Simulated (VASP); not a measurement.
# Zn (Im-3m) in VASP: a series of runs, part 2 of 2

VASP 6.6.1.

### Step 3. Single point, PBEsol+D3(BJ)

Contents of INCAR:

```
PREC = Accurate
ENCUT = 520
EDIFF = 1E-6
ISMEAR = 1
SIGMA = 0.2
LREAL = False
LASPH = True
NELM = 80
ALGO = Normal
ISIF = 2
LWAVE = False
LCHARG = False
GGA = PS
IVDW = 12
NBANDS = 12
```

Contents of KPOINTS:

```
Automatic mesh
0
Gamma
  12 12 12
```

Contents of POSCAR:

```
Zn
1.0
   -1.5690370000      1.5690370000      1.5690370000
    1.5690370000     -1.5690370000      1.5690370000
    1.5690370000      1.5690370000     -1.5690370000
Zn
1
Direct
    0.0000000000      0.0000000000      0.0000000000
```

Potentials or basis: VASP PAW PBE potentials, release 64 (Zn).

Started as:

```console
cat potpaw_PBE.64/Zn/POTCAR > POTCAR
mpirun -np 1 vasp_std > vasp.out
```

OUTCAR:

```text
PREC = Accurate
   ENCUT = 520
   EDIFF = 1E-6
   ISMEAR = 1
   LREAL = False
   LASPH = True
   NELM = 80
   ISIF = 2
   GGA = PS
   IVDW = 12
 IVDW          = 12

 ion  position               nearest neighbor table
   1  0.000  0.000  0.000-

  LATTYP: Found a body centered cubic cell.
 ALAT       =     3.1380740000

  Lattice vectors:

 A1 = (  -1.5690370000,   1.5690370000,   1.5690370000)
 A2 = (   1.5690370000,  -1.5690370000,   1.5690370000)
[... 539 lines left out ...]
     12      31.0405      0.00000

 [... further k-points ...]

------------------------ aborting loop because EDIFF is reached ----------------------------------------

 Edisp (eV)   -0.35336

 E8    (eV) :    -0.2282

  FORCE on cell =-STRESS in cart. coord.  units (eV):
  Direction    XX          YY          ZZ          XY          YZ          ZX
  --------------------------------------------------------------------------------------
  -------------------------------------------------------------------------------------
  Total      -0.83234    -0.83234    -0.83234    -0.00000     0.00000     0.00000
  in kB     -86.30838   -86.30838   -86.30838    -0.00000     0.00000     0.00000
  external pressure =      -86.31 kB  Pullay stress =        0.00 kB

 VOLUME and BASIS-vectors are now :
 -----------------------------------------------------------------------------
  energy-cutoff  :      520.00
  volume of cell :       15.45
      direct lattice vectors                 reciprocal lattice vectors
    -1.569037000  1.569037000  1.569037000     0.000000000  0.318666800  0.318666800
     1.569037000 -1.569037000  1.569037000     0.318666800  0.000000000  0.318666800
     1.569037000  1.569037000 -1.569037000     0.318666800  0.318666800  0.000000000

 POSITION                                       TOTAL-FORCE (eV/Angst)
 -----------------------------------------------------------------------------------
      0.00000      0.00000      0.00000         0.000000      0.000000      0.000000
 -----------------------------------------------------------------------------------
    total drift:                                0.000000     -0.000000      0.000000

  FREE ENERGIE OF THE ION-ELECTRON SYSTEM (eV)
  ---------------------------------------------------
  free  energy   TOTEN  =        -1.8215123772 eV

  energy  without entropy=       -1.8206029819  energy(sigma->0) =       -1.82120925
```

stdout:

```text
POSCAR found type information on POSCAR Zn
 POSCAR found :  1 types and       1 ions
 scaLAPACK will be used
 -----------------------------------------------------------------------------
|                                                                             |
|                                                                             |
|     You enforced a specific xc type in the INCAR file but a different       |
|     I HOPE YOU KNOW WHAT YOU ARE DOING!                                     |
|                                                                             |
 -----------------------------------------------------------------------------

 LDA part: xc-table for (Slater+PW92), standard interpolation
 POSCAR, INCAR and KPOINTS ok, starting setup
 FFT: planning ... GRIDC
 FFT: planning ... GRID_SOFT
 FFT: planning ... GRID
 WAVECAR not read
 entering main loop
```

Wall time 7.2 s (1 thread of AMD EPYC 7R43 (Zen 3), shared host); peak memory 0.1 GiB.

What came out:

```yaml
Free_energy: -1.8215 eV
Pressure: -8.6 GPa
Band_gap_on_the_k_mesh: zero (band 6 reaches 7.07 eV, above the bottom of band 7 at 1.91 eV)
Dispersion_energy_per_atom: -0.353 eV
```

Levels at points of the mesh, in eV from the Fermi level:
```
           k point  band 2  band 3  band 4  band 5  band 6  band 7  band 8  band 9  band 10  band 11
(0.00, 0.00, 0.00)   -7.69   -7.69   -7.69   -7.19   -7.19   18.96   18.96   18.96    20.76    20.76
(0.50, 0.00, 0.00)   -7.99   -7.21   -7.15   -6.85   -2.62   -0.97   11.28   12.68    15.29    16.72
(0.50, 0.50, 0.50)   -8.24   -6.93   -6.93   -6.93    4.20    4.20    4.20    7.46     8.58     8.58
```

Caveat: the PAW data sets were made with another functional, which shifts forces and pressure a little; pairwise dispersion overbinds metals, which lowers pressure and volume.

### Step 4. Single point, LDA

Contents of INCAR:

```
PREC = Accurate ; ENCUT = 520
EDIFF = 1E-6 ; ISMEAR = -1
SIGMA = 0.05 ; LREAL = F
LASPH = T ; NELM = 60
ALGO = Normal ; ISIF = 2
LWAVE = F ; LCHARG = T
LELF = T ; LVHAR = T
NBANDS = 12
```

Contents of KPOINTS:

```
regular mesh
0
Gamma
  7 7 7
```

POSCAR is that of step 3.

Potentials or basis: VASP PAW LDA potentials, release 64 (Zn).

Started as:

```console
cat potpaw_LDA.64/Zn/POTCAR > POTCAR
mpirun -np 1 vasp_std > vasp.out
```

It took 1.9 s on 1 thread of Intel Xeon 6975P-C (Granite Rapids), shared host; peak memory 0.11 GiB.

Results (log left out):

```yaml
Free_energy: -1.7638 eV
Pressure: -9.2 GPa
Band_gap_on_the_k_mesh: zero (band 6 reaches 5.04 eV, above the bottom of band 7 at 2.10 eV)
```

Levels at points of the mesh, in eV from the Fermi level:
```tsv
k point	band 4	band 5	band 6	band 7	band 8	band 9
(0.00, 0.00, 0.00)	-7.65	-7.15	-7.15	18.91	18.91	18.91
```

Caveat: the k points lie up to 0.40 Å⁻¹ apart.

### Step 5. Single point, r2SCAN

POSCAR is that of step 4.

Contents of INCAR.step1:

```
PREC = Accurate
ENCUT = 520
ISMEAR = -1
SIGMA = 0.05
LREAL = False
LASPH = True
NELM = 60
NBANDS = 12
GGA = PE
ALGO = Normal
EDIFF = 1E-4
LWAVE = True
LCHARG = False
```

Contents of INCAR.step2:

```
PREC = Accurate
ENCUT = 520
EDIFF = 1E-7
ISMEAR = -1
SIGMA = 0.05
LREAL = False
LASPH = True
NELM = 60
ALGO = Normal
ISIF = 2
LWAVE = False
LCHARG = True
METAGGA = R2SCAN
LMIXTAU = True
LELF = True
LVHAR = True
NBANDS = 12
ISTART = 1
```

Contents of KPOINTS:

```
Automatic mesh
0
Gamma
  7 7 7
```

Potentials or basis: VASP PAW PBE potentials, release 64 (Zn).

Started as:

```console
cat potpaw_PBE.64/Zn/POTCAR > POTCAR
cp INCAR.step1 INCAR
mpirun -np 1 vasp_std > vasp.out
cp INCAR.step2 INCAR
mpirun -np 1 vasp_std > vasp.out
```

Wall time 11 s (1 thread of Intel Xeon 6975P-C (Granite Rapids), shared host); peak memory 0.12 GiB.

It converged, with:

```
Free energy            : -8.8275 eV
Pressure               : -5.2 GPa
Band gap on the k mesh : zero (band 6 reaches 5.37 eV, above the bottom of band 7 at 2.35 eV)
```

Levels at points of the mesh, in eV from the Fermi level:
```
           k point  band 2  band 3  band 4  band 5  band 6  band 7  band 8  band 9  band 10  band 11
(0.00, 0.00, 0.00)   -7.80   -7.80   -7.80   -7.30   -7.30   20.43   20.43   20.43    22.00    22.00
```

Caveat: the k points lie up to 0.40 Å⁻¹ apart; the PAW data sets were made with another functional, which shifts forces and pressure a little.

### Step 6. Single point, PBEsol

This run uses another cell than the first one, of 12.17 Å³/atom, 0.787 times its volume.

Contents of INCAR:

```
ALGO = Fast
EDIFF = 1E-7
ENCUT = 520
GGA = PS
ISIF = 2
ISMEAR = -1
LASPH = True
LCHARG = True
LELF = True
LREAL = False
LVHAR = True
LWAVE = False
NBANDS = 12
NELM = 60
PREC = Accurate
SIGMA = 0.05
```

Contents of KPOINTS:

```
k-points
0
Gamma
  12 12 12
```

Contents of POSCAR:

```
Zn
1.0
   -1.4488943868      1.4488943868      1.4488943868
    1.4488943868     -1.4488943868      1.4488943868
    1.4488943868      1.4488943868     -1.4488943868
Zn
1
Direct
    0.0000000000      0.0000000000      0.0000000000
```

Potentials or basis: VASP PAW PBE potentials, release 64 (Zn).

Started as:

```console
cat potpaw_PBE.64/Zn/POTCAR > POTCAR
mpirun -np 1 vasp_std > vasp.out
```

Wall time 5.3 s (1 thread of Intel Xeon 6975P-C (Granite Rapids), shared host); peak memory 0.12 GiB.

It converged, with:

* Free energy: -1.3686 eV
* Pressure: 20.9 GPa
* Band gap on the k mesh: zero (band 6 reaches 9.44 eV, above the bottom of band 7 at 4.34 eV)

Levels at points of the mesh, in eV from the Fermi level:
```csv
k point,band 4,band 5,band 6,band 7,band 8,band 9
"(0.00, 0.00, 0.00)",-8.80,-8.04,-8.04,22.64,22.64,22.64
"(0.50, 0.00, 0.00)",-7.98,-7.53,-3.99,-0.75,13.15,14.09
"(0.50, 0.50, 0.50)",-7.65,-7.65,4.34,4.34,4.34,9.30
```

Caveat: the PAW data sets were made with another functional, which shifts forces and pressure a little.

### Step 7. The runs side by side

| level | potentials or basis | cell | k mesh | smearing | gap on the mesh (eV) | pressure (GPa) |
| --- | --- | --- | --- | --- | --- | --- |
| PBEsol | VASP PAW PBE potentials, release 64 (Zn) | a = 2.718 Å, angles 109.5°, 1 atom | 12 × 12 × 12 | gaussian 0.05 eV | none | -4.8 |
| PBEsol+D3(BJ) | VASP PAW PBE potentials, release 64 (Zn) | a = 2.718 Å, angles 109.5°, 1 atom | 12 × 12 × 12 | methfessel-paxton 0.2 eV | none | -8.6 |
| LDA | VASP PAW LDA potentials, release 64 (Zn) | a = 2.718 Å, angles 109.5°, 1 atom | 7 × 7 × 7 | fermi-dirac 0.05 eV | none | -9.2 |
| r2SCAN | VASP PAW PBE potentials, release 64 (Zn) | a = 2.718 Å, angles 109.5°, 1 atom | 7 × 7 × 7 | fermi-dirac 0.05 eV | none | -5.2 |
| PBEsol | VASP PAW PBE potentials, release 64 (Zn) | a = 2.510 Å, angles 109.5°, 1 atom | 12 × 12 × 12 | fermi-dirac 0.05 eV | none | 20.9 |

Alike in all rows: task single point; no spin polarisation; cutoff (eV) 520.

Caveats: some runs use coarse meshes; the PAW data sets were made with another functional, which shifts forces and pressure a little (some runs); pairwise dispersion overbinds metals, which lowers pressure and volume (some runs).

Total energies depend on the potentials used, so only differences within one code and one set of settings carry meaning.
